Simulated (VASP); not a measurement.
Sc: single point with PBEsol+D3(BJ)

Crystal: Sc.

```
CELL_PARAMETERS angstrom
-3.16826 3.16826 2.77657
3.16826 -3.16826 2.77657
3.16826 3.16826 -2.77657
ATOMIC_POSITIONS crystal
Sc 0.16373 0.33627 0.50000
Sc 0.66373 0.16373 0.82746
Sc 0.33627 0.83627 0.17254
Sc 0.83627 0.66373 0.50000
```

```yaml
Program: VASP 6.6.1
Task: single point
Functional: PBEsol
Dispersion: D3(BJ)
Potentials_or_basis: VASP PAW PBE potentials, release 64 (Sc_sv)
Cutoff: 520 eV
k_mesh: 6 × 6 × 6
Occupations: fermi-dirac, width 0.1 eV
Spin: no spin polarisation
```

- Pressure: -6.7 GPa
- Largest force: 0.052 eV/Å
- Band gap on the k mesh: zero (bands 22 and 23 overlap by 0.49 eV)
- Dispersion energy per atom: -0.352 eV

Forces in eV/Å, atoms in the order of the input:
```
Sc   0.037 -0.037  0.000
Sc  -0.037 -0.037  0.000
Sc   0.037  0.037  0.000
Sc  -0.037  0.037  0.000
```

Stress tensor (GPa, compression positive):
```
-6.57  0.00  0.00
 0.00 -6.57  0.00
 0.00  0.00 -7.02
```

Levels at points of the mesh, in eV from the Fermi level:
| k point | band 20 | band 21 | band 22 | band 23 | band 24 | band 25 |
| --- | --- | --- | --- | --- | --- | --- |
| (0.00, 0.00, 0.00) | -0.37 | -0.31 | -0.31 | 0.17 | 0.85 | 0.85 |
| (0.50, 0.00, 0.00) | -1.06 | -0.07 | -0.07 | 0.56 | 0.56 | 0.77 |
| (0.50, 0.50, 0.00) | -0.43 | -0.42 | -0.42 | -0.34 | 0.94 | 0.96 |
| (0.50, 0.50, 0.50) | -1.15 | -0.79 | 0.14 | 0.47 | 0.63 | 0.63 |

Run time: 77 s on 1 thread of Intel(R) Xeon(R) Platinum 8488C (Sapphire Rapids), with other jobs on the host, peak memory 0.28 GiB.

Caveat: three body term missing; the cell stands under tension; the PAW data sets were made with another functional, which shifts forces and pressure a little.
